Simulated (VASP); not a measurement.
# ScAlH6 (P1) in VASP: relaxation of cell and atoms with PBEsol

Aim: the relaxation of cell and atoms of ScAlH6 with PBEsol.

All numbers are computed with VASP 6.6.1; they aren't measurements. Logs are shortened: lines on timing, memory, paths and dates and some standing lists are left out, and cuts for length are marked.

## 1. The cell of the first run

The typed cell holds 8 atoms: a = 3.898 Å, b = 3.844 Å, c = 3.872 Å, α = 97.35°, β = 98.27°, γ = 98.35°.

## 2. Relaxation of cell and atoms, PBEsol

Contents of INCAR:

```
SYSTEM = ScAlH6
PREC = Accurate ; ENCUT = 600
EDIFF = 1E-7 ; ISMEAR = -1
SIGMA = 0.05 ; LREAL = .False.
LASPH = .True. ; NELM = 60
ALGO = Normal ; ISIF = 3
LWAVE = .False. ; LCHARG = .False.
GGA = PS ; IBRION = 2
NSW = 100 ; EDIFFG = -0.01
```

Contents of KPOINTS:

```
regular mesh
0
Gamma
  6 6 6
  0 0 0
```

Contents of POSCAR:

```
ScAlH6
1.0
    2.9468170685      1.7007654416      1.9012334495
   -2.9110642100      1.6538712266      1.8878049039
   -0.0227351522     -3.3695900739      1.9078779012
Sc Al H
1 1 6
Direct
   -0.0185711074      0.0003310652      0.0020195480
    0.5248826452      0.4919722584      0.4949986486
    0.5659436200      0.2268805337      0.1461258966
    0.2489151797      0.0916624288      0.5622556988
    0.8719843252      0.4535686717      0.7581427476
    0.7561917746      0.8558515883      0.4349606346
    0.4585289788      0.7793335274      0.8765864230
    0.1198915943      0.5581047443      0.2503567614
```

Potentials or basis: VASP PAW PBE potentials, release 64 (Sc_sv, Al, H).

Launch:

```sh
> cat potpaw_PBE.64/Sc_sv/POTCAR potpaw_PBE.64/Al/POTCAR potpaw_PBE.64/H/POTCAR > POTCAR
> mpirun -np 1 vasp_std > vasp.out
```

OUTCAR:

```text
SYSTEM = ScAlH6
   PREC = Accurate
   ENCUT = 600
   EDIFF = 1E-7
   ISMEAR = -1
   LREAL = .False.
   LASPH = .True.
   NELM = 60
   ISIF = 3
   GGA = PS
   IBRION = 2
   NSW = 100
   EDIFFG = -0.01

 ion  position               nearest neighbor table
   1  0.981  0.000  0.002-   7 2.05   3 2.06   6 2.10   5 2.15   5 2.15   8 2.15   2 2.80   2 2.91
                             2 3.38   2 3.39
   2  0.525  0.492  0.495-   5 1.61   6 1.61   3 1.63   8 1.79   7 1.80   4 1.82   1 2.80   1 2.91
                             1 3.38   1 3.39
   3  0.566  0.227  0.146-   2 1.63   1 2.06
   4  0.249  0.092  0.562-   2 1.82
   5  0.872  0.454  0.758-   2 1.61   1 2.15   1 2.15
   6  0.756  0.856  0.435-   2 1.61   1 2.10
   7  0.459  0.779  0.877-   2 1.80   1 2.05
   8  0.120  0.558  0.250-   2 1.79   1 2.15

  LATTYP: Found a triclinic cell.
 ALAT       =     3.8436170756
 B/A-ratio  =     1.5076043092
 C/A-ratio  =     1.0140360389
 COS(alpha) =     0.0002573138
 COS(beta)  =     0.1452776754
 COS(gamma) =     0.7488350267

  Lattice vectors:

 A1 = (  -2.9110642100,   1.6538712266,   1.8878049039)
 A2 = (  -2.8883290578,   5.0234613005,  -0.0200729973)
 A3 = (  -2.9468170685,  -1.7007654416,  -1.9012334495)

Analysis of symmetry for initial positions (statically):
=====================================================================
 Subroutine PRICEL returns:
 Original cell was already a primitive cell.

 Routine SETGRP: Setting up the symmetry group for a
 triclinic supercell.

 Subroutine GETGRP returns: Found  1 space group operations
 (whereof  1 operations were pure point group operations)
 out of a pool of  2 trial point group operations.

The static configuration has the point symmetry C_1 .

Analysis of symmetry for dynamics (positions and initial velocities):
=====================================================================
 Subroutine PRICEL returns:
 Original cell was already a primitive cell.

 Routine SETGRP: Setting up the symmetry group for a
 triclinic supercell.

 Subroutine GETGRP returns: Found  1 space group operations
 (whereof  1 operations were pure point group operations)
 out of a pool of  2 trial point group operations.

The dynamic configuration has the point symmetry C_1 .

 Subroutine INISYM returns: Found  1 space group operations
 (whereof  1 operations are pure point group operations),
 and found     1 'primitive' translations

----------------------------------------------------------------------------------------

                                     Primitive cell

  volume of cell :      56.1373

  direct lattice vectors                    reciprocal lattice vectors
     2.946817069  1.700765442  1.901233450     0.169522204  0.098170715  0.175403877
    -2.911064210  1.653871227  1.887804904    -0.171921984  0.100920340  0.176191309
    -0.022735152 -3.369590074  1.907877901     0.001181355 -0.197687368  0.175011967

  length of vectors
     3.897566234  3.843617076  3.872292892     0.262948259  0.266055372  0.264028180

  position of ions in fractional coordinates (direct lattice)
     0.981428893  0.000331065  0.002019548
     0.524882645  0.491972258  0.494998649
     0.565943620  0.226880534  0.146125897
     0.248915180  0.091662429  0.562255699
     0.871984325  0.453568672  0.758142748
     0.756191775  0.855851588  0.434960635
     0.458528979  0.779333527  0.876586423
     0.119891594  0.558104744  0.250356761

  ion indices of the primitive-cell ions
   primitive index   ion index
                 1           1
                 2           2
                 3           3
                 4           4
                 5           5
                 6           6
                 7           7
                 8           8

----------------------------------------------------------------------------------------

 KPOINTS: regular mesh

Automatic generation of k-mesh.
 Grid dimensions read from file:
 generate k-points for:    6    6    6

 Generating k-lattice:

  Cartesian coordinates                     Fractional coordinates (reciprocal lattice)
     0.028253701  0.016361786  0.029233979     0.166666667 -0.000000000  0.000000000
    -0.028653664  0.016820057  0.029365218     0.000000000  0.166666667  0.000000000
     0.000196893 -0.032947895  0.029168661     0.000000000  0.000000000  0.166666667

  Length of vectors
     0.043824710  0.044342562  0.044004697

  Shift w.r.t. Gamma in fractional coordinates (k-lattice)
     0.000000000  0.000000000  0.000000000

 Subroutine IBZKPT returns following result:
 ===========================================

 Found    112 irreducible k-points:

 Following reciprocal coordinates:
            Coordinates               Weight
  0.000000  0.000000  0.000000      1.000000
  0.166667 -0.000000  0.000000      2.000000
  0.333333 -0.000000  0.000000      2.000000
  0.500000 -0.000000  0.000000      1.000000
 -0.000000  0.166667  0.000000      2.000000
  0.166667  0.166667  0.000000      2.000000
[... 16 lines left out ...]
  0.333333  0.000000  0.166667      2.000000
  0.500000 -0.000000  0.166667      2.000000
 [... further k-points ...]
   k-points           NKPTS =    112   k-points in BZ     NKDIM =    112   number of bands    NBANDS=     15
   number of dos      NEDOS =    301   number of ions     NIONS =      8
   total plane-waves  NPLWV =  32768
   dimension x,y,z NGX =    32 NGY =   32 NGZ =   32
   dimension x,y,z NGXF=    64 NGYF=   64 NGZF=   64
   ions per type =               1   1   6
   NGX,Y,Z   is equivalent  to a cutoff of  13.65, 13.84, 13.74 a.u.
   NGXF,Y,Z  is equivalent  to a cutoff of  27.30, 27.68, 27.48 a.u.
 SYSTEM =  ScAlH6
   PREC   = accura    normal or accurate (medium, high low for compatibility)
   ISTART =      0    job   : 0-new  1-cont  2-samecut
   ICHARG =      2    charge: 1-file 2-atom 10-const
   ISPIN  =      1    spin polarized calculation?
   LNONCOLLINEAR =      F non collinear calculations
   LSORBIT =      F    spin-orbit coupling
   LASPH  =      T    aspherical Exc in radial PAW
   ENCUT  =  600.0 eV  44.10 Ry    6.64 a.u.   7.78  7.68  7.73*2*pi/ulx,y,z
   NELM   =     60;   NELMIN=  2; NELMDL= -5     # of ELM steps
   EDIFF  = 0.1E-06   stopping-criterion for ELM
   LREAL  =      F    real-space projection
   EDIFFG = -.1E-01   stopping-criterion for IOM
   NSW    =    100    number of steps for IOM
   IBRION =      2    ionic relax: 0-MD 1-quasi-New 2-CG
   NFREE  =      1    steps in history (QN), initial steepest desc. (CG)
   ISIF   =      3    stress and relaxation
   ISYM   =      2    0-nonsym 1-usesym 2-fastsym
   POTIM  = 0.5000    time-step for ionic-motion
   TEBEG  =    0.0;   TEEND  =   0.0 temperature during run
   PSTRESS=    0.0 pullay stress
   NELECT =      20.0000    total number of electrons
   NUPDOWN=      -1.0000    fix difference up-down
   EMIN   =  10.00;   EMAX   =-10.00  energy-range for DOS
   EFERMI =   0.00;   METHOD = LEGACY
   ISMEAR =    -1;   SIGMA  =   0.05  broadening in eV -4-tet -1-fermi 0-gaus
   EFERMI_NEDOS =   21; number of points for ismear=-14 and -15
   IALGO  =     38    algorithm
   IMIX   =      4    mixing-type and parameters
     AMIX     =   0.40;   BMIX     =  1.00
     AMIX_MAG =   1.60;   BMIX_MAG =  1.00
  volume/ion in A,a.u.               =       7.02        47.35
  Fermi-wavevector in a.u.,A,eV,Ry     =   1.160560  2.193141 18.325693  1.346900
  Thomas-Fermi vector in A             =   2.297142
   LORBIT       =      0    0 simple, 1 ext, 2 COOP (PROOUT), +10 PAW based schemes
   GGA     = PS    functional components
   LHFCALC =     F    Hartree Fock is set to
   AEXX    =    0.0000 exact exchange contribution
   IVDW    =     0    specifies the selected vdW correction
   LEPSILON=     F    determine dielectric tensor
   LRPA    =     F    only Hartree local field effects (RPA)
 conjugate gradient relaxation of ions
 non-spin polarized calculation
  energy-cutoff  :      600.00
  volume of cell :       56.14
 maximum number of plane-waves:      1900
   NGX = 15   NGY = 15   NGZ = 15

--------------------------------------- Ionic step        1  -------------------------------------------

 number of electron      20.0000001 magnetization

 Free energy of the ion-electron system (eV)
  ---------------------------------------------------
  ext. energy  EPLUGINS =         0.00000000
  ---------------------------------------------------
  free energy    TOTEN  =       -31.76524106 eV

  energy without entropy =      -31.76524090  energy(sigma->0) =      -31.76524098

------------------------ aborting loop because EDIFF is reached ----------------------------------------

  FORCE on cell =-STRESS in cart. coord.  units (eV):
  Direction    XX          YY          ZZ          XY          YZ          ZX
  --------------------------------------------------------------------------------------
  -------------------------------------------------------------------------------------
  Total        0.6697439      0.4049383      0.5093730     -0.4617948      0.0202433      0.1003858
  in kB       19.1147259     11.5570814     14.5376855    -13.1797870      0.5777518      2.8650458
  external PRESSURE =      15.0698309 kB  Pullay stress =       0.0000000 kB
[... 107 lines left out ...]
  FREE ENERGIE OF THE ION-ELECTRON SYSTEM (eV)
  ---------------------------------------------------
  free  energy   TOTEN  =       -31.9362929089 eV

  energy  without entropy=      -31.9362927582  energy(sigma->0) =      -31.93629283

[... ionic steps 4 to 11 ...]

--------------------------------------- Ionic step       12  -------------------------------------------

 number of electron      20.0000001 magnetization

------------------------ aborting loop because EDIFF is reached ----------------------------------------

  FORCE on cell =-STRESS in cart. coord.  units (eV):
  Direction    XX          YY          ZZ          XY          YZ          ZX
  --------------------------------------------------------------------------------------
  -------------------------------------------------------------------------------------
  Total        0.0197192      0.0155784     -0.0152451      0.0057697     -0.0026081      0.0044388
  in kB        0.5631702      0.4449108     -0.4353911      0.1647795     -0.0744848      0.1267706
  external PRESSURE =       0.1908966 kB  Pullay stress =       0.0000000 kB
[... 69 lines left out ...]
  energy  without entropy=      -31.9895703360  energy(sigma->0) =      -31.98957043

--------------------------------------- Ionic step       14  -------------------------------------------

 number of electron      20.0000001 magnetization

 Free energy of the ion-electron system (eV)
  ---------------------------------------------------
  ext. energy  EPLUGINS =         0.00000000
  ---------------------------------------------------
  free energy    TOTEN  =       -31.98966738 eV

  energy without entropy =      -31.98966720  energy(sigma->0) =      -31.98966729

 E-fermi :   4.2753     XC(G=0): -10.4362

 val. band max:        3.6521223306   @ k =   0.5000  -0.0000   0.0000
 cond. band min:       4.8924873295   @ k =   0.5000   0.5000  -0.0000
 fundamental gap:      1.2403649989
 Fermi energy:         4.2753122296

 k-point     1 :       0.0000    0.0000    0.0000
  band No.  band energies     occupation
      1     -45.4630      2.00000
      2     -24.1891      2.00000
      3     -24.1613      2.00000
      4     -24.1570      2.00000
      5      -6.7700      2.00000
      6       0.0338      2.00000
      7       0.0419      2.00000
      8       1.1407      2.00000
      9       2.0349      2.00000
     10       2.0959      2.00000
     11       4.9013      0.00001
     12       5.8716      0.00000
     13       5.8792      0.00000
     14       8.6738      0.00000
     15       8.8362      0.00000
[... 397 lines left out ...]
 k-point    24 :       0.5000   -0.0000    0.1667
  band No.  band energies     occupation
      1     -45.4595      2.00000
      2     -24.2277      2.00000
      3     -24.1840      2.00000
      4     -24.1575      2.00000
      5      -4.5147      2.00000
      6      -3.5887      2.00000
      7      -0.2773      2.00000
      8       0.2954      2.00000
      9       2.7641      2.00000
     10       3.0119      2.00000
     11       5.4486      0.00000
     12       6.3920      0.00000
     13       6.6654      0.00000
     14       7.2445      0.00000
     15       8.1570      0.00000

 [... further k-points ...]
[... 5 lines left out ...]
  --------------------------------------------------------------------------------------
  -------------------------------------------------------------------------------------
  Total        0.0175742      0.0196117      0.0013580      0.0092635     -0.0009537     -0.0001208
  in kB        0.5019402      0.5601336      0.0387875      0.2645775     -0.0272399     -0.0034507
  external PRESSURE =       0.3669538 kB  Pullay stress =       0.0000000 kB
[... 23 lines left out ...]
  FREE ENERGIE OF THE ION-ELECTRON SYSTEM (eV)
  ---------------------------------------------------
  free  energy   TOTEN  =       -31.9896673820 eV

  energy  without entropy=      -31.9896672003  energy(sigma->0) =      -31.98966729

 reached required accuracy - stopping structural energy minimisation
```

Wall time 9.5 min (1 thread of Intel Xeon Platinum 8259CL at 2.50GHz (Skylake/Cascade Lake), shared host); peak memory 0.28 GiB.

What came out:

```
Free energy                           : -31.9897 eV
Relaxed volume                        : 7.01 Å³/atom
Relaxed cell                          : a = 3.884 Å, b = 3.867 Å, c = 3.868 Å, α = 98.14°, β = 98.27°, γ = 98.33°
Space group after relaxing (to 0.1 Å) : P1 (No. 1)
Energy gained by relaxing             : 28.1 meV/atom
Ionic steps                           : 14
Pressure after relaxing               : 0.0 GPa
Largest force after relaxing          : 0.007 eV/Å
Band gap on the k mesh                : 1.24 eV (least direct gap 1.64 eV)
```

Forces on the atoms (eV/Å):
```
Sc  -0.001 -0.001 -0.001
Al  -0.005 -0.001  0.002
H   -0.002  0.002 -0.001
H    0.001  0.001 -0.004
H    0.004 -0.004 -0.001
H    0.004  0.002  0.005
H   -0.001  0.001  0.001
H    0.000 -0.001 -0.002
```

Step by step:
| step | energy change (eV) | largest force (eV/Å) | pressure (GPa) | volume (Å³) |
| --- | --- | --- | --- | --- |
| 1 | 0.0000 | 1.7968 | 1.51 | 56.14 |
| 2 | -0.1681 | 0.4623 | -0.88 | 56.67 |
| 3 | -0.1711 | 0.5529 | -1.12 | 56.76 |
| 4 | -0.1950 | 0.2419 | -0.48 | 56.40 |
| 5 | -0.1991 | 0.2869 | -0.02 | 56.18 |
| 6 | -0.2109 | 0.1822 | 0.26 | 56.02 |
| 7 | -0.2200 | 0.1067 | 0.91 | 55.71 |
| 8 | -0.2236 | 0.0441 | -0.06 | 56.14 |
| 9 | -0.2236 | 0.0431 | -0.05 | 56.14 |
| 10 | -0.2241 | 0.0263 | -0.06 | 56.14 |
| 11 | -0.2241 | 0.0417 | -0.06 | 56.14 |
| 12 | -0.2243 | 0.0208 | 0.02 | 56.10 |
| 13 | -0.2243 | 0.0302 | 0.04 | 56.09 |
| 14 | -0.2244 | 0.0069 | 0.04 | 56.10 |

Final structure:
```
CELL_PARAMETERS angstrom
2.93816 1.69476 1.89303
-2.92651 1.68399 1.88516
-0.00370 -3.37621 1.88661
ATOMIC_POSITIONS crystal
Sc 0.98793 0.00278 0.01073
Al 0.50613 0.49161 0.50341
H 0.55835 0.22754 0.12357
H 0.23258 0.11308 0.54926
H 0.88452 0.44283 0.77185
H 0.77029 0.87250 0.44981
H 0.46083 0.76475 0.88260
H 0.12714 0.54261 0.23422
```

Levels at points of the mesh, in eV from the valence-band top:
```tsv
k point	band 7	band 8	band 9	band 10	band 11	band 12	band 13	band 14
(0.00, 0.00, 0.00)	-3.61	-2.51	-1.62	-1.56	1.25	2.22	2.23	5.02
(0.50, 0.00, 0.00)	-3.79	-2.66	-0.95	0.00	1.64	2.14	2.90	3.80
(0.00, 0.50, 0.00)	-3.78	-2.69	-1.00	-0.06	1.65	2.16	2.92	4.04
(0.50, 0.50, 0.00)	-5.31	-4.61	-1.26	-0.95	1.24	2.82	3.00	3.76
(0.00, 0.00, 0.50)	-3.81	-2.67	-0.95	-0.05	1.63	2.17	2.92	3.78
(0.50, 0.00, 0.50)	-5.32	-4.59	-1.24	-0.98	1.26	2.82	3.00	3.75
(0.00, 0.50, 0.50)	-5.31	-4.59	-1.29	-1.06	1.30	2.83	3.03	3.75
(0.50, 0.50, 0.50)	-4.57	-4.54	-4.22	-4.21	2.62	2.85	2.89	3.85
```

Caveat: the PAW data sets were made with another functional, which shifts forces and pressure a little. A k mesh can miss the band edges.
